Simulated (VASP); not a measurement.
## Be3ZnTe4: relaxation of cell and atoms with PBE

Be3ZnTe4:

```
Be Zn Te
1.0
     4.06713   -0.02751    0.04193
    -0.02751    4.14367   -0.05175
     0.11964   -0.14767   11.52801
Be Zn Te
3 1 4
Cartesian
  -0.0235 0.0237 -0.0262
  2.1477 2.1539 2.6307
  2.1253 2.0397 8.7304
  -0.2280 -0.2092 5.8989
  2.0077 -0.1223 1.3776
  0.0570 1.8733 4.0488
  2.1833 -0.1322 7.3706
  0.2285 2.0885 10.2976
```

```yaml
Program: VASP 6.6.1
Task: relaxation of cell and atoms
Functional: PBE
Potentials_or_basis: VASP PAW PBE potentials, release 64 (Be, Zn, Te)
Cutoff: 600 eV
k_mesh: 4 × 4 × 1
Occupations: gaussian, width 0.1 eV
Spin: no spin polarisation
Dipole_correction: no
Further_INCAR_settings: ALGO = Normal; EDIFF = 1e-06; IBRION = 2; EDIFFG = -0.025; NSW = 80; ISIF = 3
```

- Relaxed volume: 24.41 Å³/atom
- Relaxed cell: a = 4.108 Å, b = 4.108 Å, c = 11.573 Å, α = 89.97°, β = 90.02°, γ = 89.99°
- Space group after relaxing (to 0.1 Å): P-4m2 (No. 115)
- Energy gained by relaxing: 190.6 meV/atom
- Ionic steps: 21
- Pressure after relaxing: 0.1 GPa
- Largest force after relaxing: 0.018 eV/Å
- Band gap on the k mesh: 1.93 eV

Forces on the atoms (eV/Å):
```
Be  -0.012  0.001 -0.003
Be  -0.008 -0.002  0.007
Be   0.014 -0.007 -0.010
Zn  -0.003  0.009  0.006
Te  -0.007  0.010  0.010
Te   0.008  0.003  0.004
Te   0.008 -0.004 -0.006
Te   0.001 -0.009 -0.008
```

Step by step:
```tsv
step	energy change (eV)	largest force (eV/Å)	pressure (GPa)	volume (Å³)
1	0.0000	5.7810	3.10	194.22
2	-1.1068	0.9716	-2.38	207.39
3	-1.1993	1.1794	-1.58	202.90
4	-1.2007	1.1199	-1.71	203.43
5	-1.4000	0.6107	-0.39	196.92
6	-1.4383	0.3711	0.72	192.74
7	-1.4720	0.2105	0.09	194.95
8	-1.4778	0.2141	-0.29	196.41
9	-1.4913	0.1972	-0.08	195.67
10	-1.4984	0.1996	0.20	194.72
11	-1.5090	0.1466	-0.03	195.47
12	-1.5130	0.1340	-0.27	196.44
13	-1.5178	0.1163	0.14	194.99
14	-1.5178	0.1139	0.12	195.03
15	-1.5211	0.0663	-0.03	195.61
16	-1.5213	0.0805	-0.08	195.80
17	-1.5231	0.0562	0.02	195.41
18	-1.5233	0.0514	0.06	195.26
19	-1.5244	0.0297	-0.02	195.54
20	-1.5244	0.0300	-0.04	195.57
21	-1.5247	0.0183	0.05	195.30
```

Final structure:
```
CELL_PARAMETERS angstrom
4.10832 0.00012 -0.00124
0.00075 4.10763 0.00164
-0.00072 0.00225 11.57321
ATOMIC_POSITIONS crystal
Be 0.00168 0.00061 0.00006
Be 0.50093 0.49918 0.23917
Be 0.49829 0.50173 0.76086
Zn 0.99906 0.99808 0.49993
Te 0.50154 0.99932 0.11939
Te 0.00038 0.49860 0.35717
Te 0.49891 0.00140 0.64278
Te 0.99920 0.50109 0.88064
```

Levels at points of the mesh, in eV from the valence-band top:
```tsv
k point	band 18	band 19	band 20	band 21	band 22	band 23	band 24	band 25
(0.00, 0.00, 0.00)	-1.36	-0.09	0.00	0.00	1.93	2.34	2.45	2.77
(0.50, 0.00, 0.00)	-1.34	-1.06	-1.03	-0.54	2.28	2.71	3.39	3.55
(0.00, 0.50, 0.00)	-1.35	-1.06	-1.03	-0.54	2.28	2.71	3.39	3.55
(0.50, 0.50, 0.00)	-2.56	-2.44	-2.44	-2.33	2.05	2.11	2.11	2.89
```

Wall time 22 min on 1 thread of Intel(R) Xeon(R) Platinum 8259CL CPU @ 2.50GHz (Skylake/Cascade Lake), with other jobs on the host, peak memory 0.38 GiB.

Caveat: the k points lie up to 0.54 Å⁻¹ apart in the final cell; spin-orbit coupling is left out, which moves the levels of the heavy elements. A k mesh can miss the band edges.
